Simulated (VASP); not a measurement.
# PbSe (I4/mmm) in VASP: notebook

The runs below take PbSe through single point, with PBE+D3(BJ).

Everything below comes from runs of VASP 6.6.1. Logs are shortened: lines on timing, memory, paths and dates and some standing lists are left out, and cuts for length are marked.

**1. The cell of the first run**

Symmetry: I4/mmm, No. 139, tetragonal system. The conventional cell has a = 4.186 Å, b = 4.186 Å, c = 6.113 Å, α = 90.00°, β = 90.00°, γ = 90.00°. Within 3.9 Å of Pb (site symmetry 4/mmm) lie 6 Se at 2.96 to 3.06 Å. Within 3.9 Å of Se (site symmetry 4/mmm) lie 6 Pb at 2.96 to 3.06 Å.

**2. Single point, PBE+D3(BJ) (26.77 Å³/atom)**

File INCAR:

```
SYSTEM = PbSe
PREC = Accurate
ENCUT = 520
EDIFF = 1E-7
ISMEAR = 0
SIGMA = 0.03
LREAL = .FALSE.
LASPH = .TRUE.
NELM = 100
ALGO = Normal
ISIF = 2
LWAVE = .FALSE.
LCHARG = .FALSE.
GGA = PE
IVDW = 12
NBANDS = 17
```

File KPOINTS:

```
regular mesh
0
G
  10 10 10
  0 0 0
```

File POSCAR:

```
PbSe
1.0
    0.0000000000      2.9598233109      3.0563135508
    2.9598233109      0.0000000000      3.0563135508
    2.9598233109      2.9598233109      0.0000000000
Pb Se
1 1
Direct
    0.0000000000      0.0000000000      0.0000000000
    0.5000000000      0.5000000000      0.5000000000
```

Potentials or basis: VASP PAW PBE potentials, release 64 (Pb_d, Se).

Launch:

```bash
$ cat potpaw_PBE.64/Pb_d/POTCAR potpaw_PBE.64/Se/POTCAR > POTCAR
$ mpirun -np 1 vasp_std > vasp.out
```

OUTCAR:

```text
SYSTEM = PbSe
   PREC = Accurate
   ENCUT = 520
   EDIFF = 1E-7
   ISMEAR = 0
   LREAL = .FALSE.
   LASPH = .TRUE.
   NELM = 100
   ISIF = 2
   GGA = PE
   IVDW = 12
 IVDW          = 12

 ion  position               nearest neighbor table
   1  0.000  0.000  0.000-   2 2.96   2 2.96   2 2.96   2 2.96   2 3.06   2 3.06
   2  0.500  0.500  0.500-   1 2.96   1 2.96   1 2.96   1 2.96   1 3.06   1 3.06

  LATTYP: Found a body centered tetragonal cell.
 ALAT       =     4.1858222685
 C/A-ratio  =     1.4603169245

  Lattice vectors:

 A1 = (  -2.9598233109,   0.0000000000,   3.0563135508)
 A2 = (   2.9598233109,   0.0000000000,   3.0563135508)
 A3 = (   0.0000000000,   2.9598233109,  -3.0563135508)

Analysis of symmetry for initial positions (statically):
=====================================================================
 Subroutine PRICEL returns:
 Original cell was already a primitive cell.

 Routine SETGRP: Setting up the symmetry group for a
 body centered tetragonal supercell.

 Subroutine GETGRP returns: Found 16 space group operations
 (whereof 16 operations were pure point group operations)
 out of a pool of 16 trial point group operations.

The static configuration has the point symmetry D_4h.

Analysis of symmetry for dynamics (positions and initial velocities):
=====================================================================
 Subroutine PRICEL returns:
 Original cell was already a primitive cell.

 Routine SETGRP: Setting up the symmetry group for a
 body centered tetragonal supercell.

 Subroutine GETGRP returns: Found 16 space group operations
 (whereof 16 operations were pure point group operations)
 out of a pool of 16 trial point group operations.

The dynamic configuration has the point symmetry D_4h.

 Subroutine INISYM returns: Found 16 space group operations
 (whereof 16 operations are pure point group operations),
 and found     1 'primitive' translations

----------------------------------------------------------------------------------------

                                     Primitive cell

  volume of cell :      53.5500

  direct lattice vectors                    reciprocal lattice vectors
     0.000000000  2.959823311  3.056313551    -0.168929003  0.168929003  0.163595780
     2.959823311  0.000000000  3.056313551     0.168929003 -0.168929003  0.163595780
     2.959823311  2.959823311  0.000000000     0.168929003  0.168929003 -0.163595780

  length of vectors
     4.254598283  4.254598283  4.185822269     0.289547224  0.289547224  0.289547224

  position of ions in fractional coordinates (direct lattice)
     0.000000000  0.000000000  0.000000000
     0.500000000  0.500000000  0.500000000

  ion indices of the primitive-cell ions
   primitive index   ion index
                 1           1
                 2           2

----------------------------------------------------------------------------------------

 KPOINTS: regular mesh

Automatic generation of k-mesh.
 Grid dimensions read from file:
 generate k-points for:   10   10   10

 Generating k-lattice:

  Cartesian coordinates                     Fractional coordinates (reciprocal lattice)
    -0.016892900  0.016892900  0.016359578     0.100000000  0.000000000  0.000000000
     0.016892900 -0.016892900  0.016359578     0.000000000  0.100000000  0.000000000
     0.016892900  0.016892900 -0.016359578     0.000000000  0.000000000  0.100000000

  Length of vectors
     0.028954722  0.028954722  0.028954722

  Shift w.r.t. Gamma in fractional coordinates (k-lattice)
     0.000000000  0.000000000  0.000000000

 Subroutine IBZKPT returns following result:
 ===========================================

 Found    102 irreducible k-points:

 Following reciprocal coordinates:
            Coordinates               Weight
  0.000000  0.000000  0.000000      1.000000
  0.100000  0.000000  0.000000      8.000000
  0.200000  0.000000  0.000000      8.000000
  0.300000  0.000000  0.000000      8.000000
  0.400000 -0.000000  0.000000      8.000000
  0.500000 -0.000000  0.000000      4.000000
[... 16 lines left out ...]
  0.300000  0.300000  0.000000      2.000000
  0.400000  0.300000  0.000000      8.000000
 [... further k-points ...]
   k-points           NKPTS =    102   k-points in BZ     NKDIM =    102   number of bands    NBANDS=     17
   number of dos      NEDOS =    301   number of ions     NIONS =      2
   total plane-waves  NPLWV =  32768
   dimension x,y,z NGX =    32 NGY =   32 NGZ =   32
   dimension x,y,z NGXF=    64 NGYF=   64 NGZF=   64
   ions per type =               1   1
   NGX,Y,Z   is equivalent  to a cutoff of  12.50, 12.50, 12.71 a.u.
   NGXF,Y,Z  is equivalent  to a cutoff of  25.01, 25.01, 25.42 a.u.
 SYSTEM =  PbSe
   PREC   = accura    normal or accurate (medium, high low for compatibility)
   ISTART =      0    job   : 0-new  1-cont  2-samecut
   ICHARG =      2    charge: 1-file 2-atom 10-const
   ISPIN  =      1    spin polarized calculation?
   LNONCOLLINEAR =      F non collinear calculations
   LSORBIT =      F    spin-orbit coupling
   LASPH  =      T    aspherical Exc in radial PAW
   ENCUT  =  520.0 eV  38.22 Ry    6.18 a.u.   7.91  7.91  7.78*2*pi/ulx,y,z
   NELM   =    100;   NELMIN=  2; NELMDL= -5     # of ELM steps
   EDIFF  = 0.1E-06   stopping-criterion for ELM
   LREAL  =      F    real-space projection
   EDIFFG = 0.1E-05   stopping-criterion for IOM
   NSW    =      0    number of steps for IOM
   IBRION =     -1    ionic relax: 0-MD 1-quasi-New 2-CG
   NFREE  =      0    steps in history (QN), initial steepest desc. (CG)
   ISIF   =      2    stress and relaxation
   ISYM   =      2    0-nonsym 1-usesym 2-fastsym
   POTIM  = 0.5000    time-step for ionic-motion
   TEBEG  =    0.0;   TEEND  =   0.0 temperature during run
   PSTRESS=    0.0 pullay stress
   NELECT =      20.0000    total number of electrons
   NUPDOWN=      -1.0000    fix difference up-down
   EMIN   =  10.00;   EMAX   =-10.00  energy-range for DOS
   EFERMI =   0.00;   METHOD = LEGACY
   ISMEAR =     0;   SIGMA  =   0.03  broadening in eV -4-tet -1-fermi 0-gaus
   EFERMI_NEDOS =   21; number of points for ismear=-14 and -15
   IALGO  =     38    algorithm
   IMIX   =      4    mixing-type and parameters
     AMIX     =   0.40;   BMIX     =  1.00
     AMIX_MAG =   1.60;   BMIX_MAG =  1.00
  volume/ion in A,a.u.               =      26.77       180.69
  Fermi-wavevector in a.u.,A,eV,Ry     =   1.178958  2.227908 18.911309  1.389942
  Thomas-Fermi vector in A             =   2.315278
   LORBIT       =      0    0 simple, 1 ext, 2 COOP (PROOUT), +10 PAW based schemes
   GGA     = PE    functional components
   LHFCALC =     F    Hartree Fock is set to
   AEXX    =    0.0000 exact exchange contribution
   IVDW    =    12    specifies the selected vdW correction
   LEPSILON=     F    determine dielectric tensor
   LRPA    =     F    only Hartree local field effects (RPA)
 non-spin polarized calculation
 Gauss-broadening in eV      SIGMA  =   0.03
  energy-cutoff  :      520.00
  volume of cell :       53.55
 maximum number of plane-waves:      1456
   NGX = 15   NGY = 15   NGZ = 15

 number of electron      20.0000003 magnetization

 Free energy of the ion-electron system (eV)
  ---------------------------------------------------
  ext. energy  EPLUGINS =         0.00000000
  ---------------------------------------------------
  free energy    TOTEN  =        -8.04945450 eV

  energy without entropy =       -8.04932059  energy(sigma->0) =       -8.04938755

 E-fermi :   6.0503     XC(G=0):  -9.8490

 val. band max:        6.0471512835   @ k =   0.5000  -0.0000   0.0000
 cond. band min:       6.0534787238   @ k =   0.5000  -0.0000   0.0000
 fundamental gap:      0.0063274403
 Fermi energy:         6.0503150035

 k-point     1 :       0.0000    0.0000    0.0000
  band No.  band energies     occupation
      1     -11.0295      2.00000
      2     -11.0201      2.00000
      3     -11.0201      2.00000
      4     -11.0152      2.00000
      5     -11.0104      2.00000
      6      -8.2598      2.00000
[... 9 lines left out ...]
     16      12.3775      0.00000
     17      13.8963      0.00000

 k-point     2 :       0.1000    0.0000    0.0000
  band No.  band energies     occupation
      1     -11.0312      2.00000
      2     -11.0193      2.00000
      3     -11.0185      2.00000
      4     -11.0121      2.00000
      5     -11.0119      2.00000
      6      -8.1741      2.00000
[... 9 lines left out ...]
     16      12.6151      0.00000
     17      14.7806      0.00000

 k-point     3 :       0.2000    0.0000    0.0000
  band No.  band energies     occupation
      1     -11.0376      2.00000
      2     -11.0252      2.00000
      3     -11.0182      2.00000
      4     -11.0049      2.00000
      5     -11.0012      2.00000
      6      -7.9284      2.00000
[... 9 lines left out ...]
     16      13.1879      0.00000
     17      16.2897      0.00000

 k-point     4 :       0.3000    0.0000    0.0000
  band No.  band energies     occupation
      1     -11.0463      2.00000
      2     -11.0365      2.00000
      3     -11.0175      2.00000
      4     -10.9932      2.00000
      5     -10.9866      2.00000
      6      -7.5660      2.00000
[... 9 lines left out ...]
     16      14.0857      0.00000
     17      17.8874      0.00000
[... 343 lines left out ...]
      1     -11.0503      2.00000
      2     -11.0372      2.00000
      3     -11.0173      2.00000
      4     -10.9998      2.00000
      5     -10.9803      2.00000
      6      -7.4165      2.00000
[... 9 lines left out ...]
     16      15.1622      0.00000
     17      16.0737      0.00000

 k-point    23 :       0.3000    0.3000    0.0000
  band No.  band energies     occupation
      1     -11.1285      2.00000
      2     -11.0297      2.00000
      3     -10.9963      2.00000
      4     -10.9850      2.00000
      5     -10.9850      2.00000
      6      -7.3426      2.00000
[... 9 lines left out ...]
     16      16.4228      0.00000
     17      16.4453      0.00000

 k-point    24 :       0.4000    0.3000    0.0000
  band No.  band energies     occupation
      1     -11.1489      2.00000
      2     -11.0291      2.00000
      3     -10.9993      2.00000
      4     -10.9795      2.00000
      5     -10.9757      2.00000
      6      -7.0603      2.00000
[... 9 lines left out ...]
     16      16.8370      0.00000
     17      17.4675      0.00000

 [... further k-points ...]

------------------------ aborting loop because EDIFF is reached ----------------------------------------

 Edisp (eV)   -0.79001

 E8    (eV) :    -0.3682

  FORCE on cell =-STRESS in cart. coord.  units (eV):
  Direction    XX          YY          ZZ          XY          YZ          ZX
  --------------------------------------------------------------------------------------
  -------------------------------------------------------------------------------------
  Total       2.15132     2.15132     0.38984     0.00000     0.00000    -0.00000
  in kB      64.36594    64.36594    11.66375     0.00000     0.00000    -0.00000
  external pressure =       46.80 kB  Pullay stress =        0.00 kB

 VOLUME and BASIS-vectors are now :
 -----------------------------------------------------------------------------
  energy-cutoff  :      520.00
  volume of cell :       53.55
      direct lattice vectors                 reciprocal lattice vectors
     0.000000000  2.959823311  3.056313551    -0.168929003  0.168929003  0.163595780
     2.959823311  0.000000000  3.056313551     0.168929003 -0.168929003  0.163595780
     2.959823311  2.959823311  0.000000000     0.168929003  0.168929003 -0.163595780

 POSITION                                       TOTAL-FORCE (eV/Angst)
 -----------------------------------------------------------------------------------
      0.00000      0.00000      0.00000        -0.000000      0.000000     -0.000000
      2.95982      2.95982      3.05631         0.000000     -0.000000      0.000000
 -----------------------------------------------------------------------------------
    total drift:                                0.000000     -0.000000     -0.000000

  FREE ENERGIE OF THE ION-ELECTRON SYSTEM (eV)
  ---------------------------------------------------
  free  energy   TOTEN  =        -8.8394608294 eV

  energy  without entropy=       -8.8393269214  energy(sigma->0) =       -8.83939388
```

It took 86 s on 1 thread of Intel Xeon Platinum 8259CL at 2.50GHz (Skylake/Cascade Lake), shared host; peak memory 0.24 GiB.

What came out:

```
Free energy                : -8.8395 eV
Pressure                   : 4.7 GPa
Dispersion energy per atom : -0.395 eV
```

Caveat: the cell stands under pressure; spin-orbit coupling is left out, which moves the levels of the heavy elements.

[end of part 1 of 2]
